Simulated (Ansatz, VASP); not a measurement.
# One calculation of BaLi2S2, two programs

```
Ba Li S
1.0
    -4.30322   -0.00008    0.00039
     0.00090    0.00070   -7.12919
    -0.00009   -7.44903    0.00071
Ba Li S
2 4 4
Direct
  0.50001 0.00027 0.50001
  0.00009 0.99995 0.00005
  0.50006 0.38796 0.83356
  0.99987 0.38792 0.33305
  0.00019 0.61191 0.66647
  0.49987 0.61207 0.16690
  0.49988 0.72849 0.83320
  0.99993 0.72865 0.33365
  0.00000 0.27143 0.66674
  0.50010 0.27133 0.16636
```

Change from the starting cell: cell x2, atoms moved at random (sigma 0.15 Å) and cell strained at random (1.5 %), then relaxed without symmetry.

Alike in both runs: functional PBE; k mesh 4 × 2 × 2; occupations gaussian, width 0.1 eV; no spin polarisation.

Ansatz relaxed the structure, and its values are those at the end. VASP's run is a single point on that final structure, the one shown.

|  | VASP | Ansatz |
| --- | --- | --- |
| version | VASP 6.6.1 | Ansatz 0.2.0 |
| potentials or method | VASP PAW PBE potentials, release 64 (Ba_sv, Li_sv, S), cutoff 520 eV | scalar-relativistic, plane waves, PAW |
| valence electrons in the cell | 56 | 56 |

```tsv
	VASP	Ansatz	Ansatz less VASP
gap on the k mesh at the Fermi level (eV)	2.74	2.81	+0.068
least direct gap on the mesh (eV)	2.74	2.81	+0.068
rms of the force components (eV/Å)	0.029	0.004	-0.0248
```

With one functional, cell and mesh, what is left measures potentials, basis and numerics.

The k mesh is coarse, so the values compare programs but aren't converged. Spin-orbit coupling is off throughout. Noted on VASP's run: the cutoff is short for stress, so the pressure is rough.
